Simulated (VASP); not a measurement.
BeS, 2 atoms in the cell. It takes space group Fm-3m (No. 225, cubic). The conventional cell has a = 4.774 Å, b = 4.774 Å, c = 4.774 Å, α = 90.00°, β = 90.00°, γ = 90.00°. Within 3.2 Å of Be (site symmetry m-3m) lie 6 S at 2.39 Å. Within 3.2 Å of S (site symmetry m-3m) lie 6 Be at 2.39 Å.  This cell differs from its parent crystal: strain +3.0%.

* Program: VASP 6.6.1
* Task: single point
* Functional: HSE06
* Potentials or basis: VASP PAW PBE potentials, release 64 (Be, S)
* Cutoff: 520 eV
* k mesh: 6 × 6 × 6
* Occupations: gaussian, width 0.01 eV
* Spin: no spin polarisation
* Dipole correction: no
* Grid for exact exchange (PRECFOCK): Normal
* Further INCAR settings: ALGO = Normal; EDIFF = 1e-06; NBANDS = 11
* Screening parameter: 0.2079 1/Å

Potentials or basis: VASP PAW PBE potentials, release 64 (Be, S).

Command:

```bash
$ cat potpaw_PBE.64/Be/POTCAR potpaw_PBE.64/S/POTCAR > POTCAR
$ cp INCAR.step1 INCAR
$ mpirun -np 1 vasp_std > vasp.out
$ cp INCAR.step2 INCAR
$ mpirun -np 1 vasp_std > vasp.out
```

Hardware: 1 thread of Intel Xeon 6975P-C, on a shared host.

Problem. Estimate the wall time of this run.

Solution. Run time: 7.4 min on 1 thread of Intel Xeon 6975P-C, on a shared host, peak memory 0.26 GiB. Counts: k points 16.
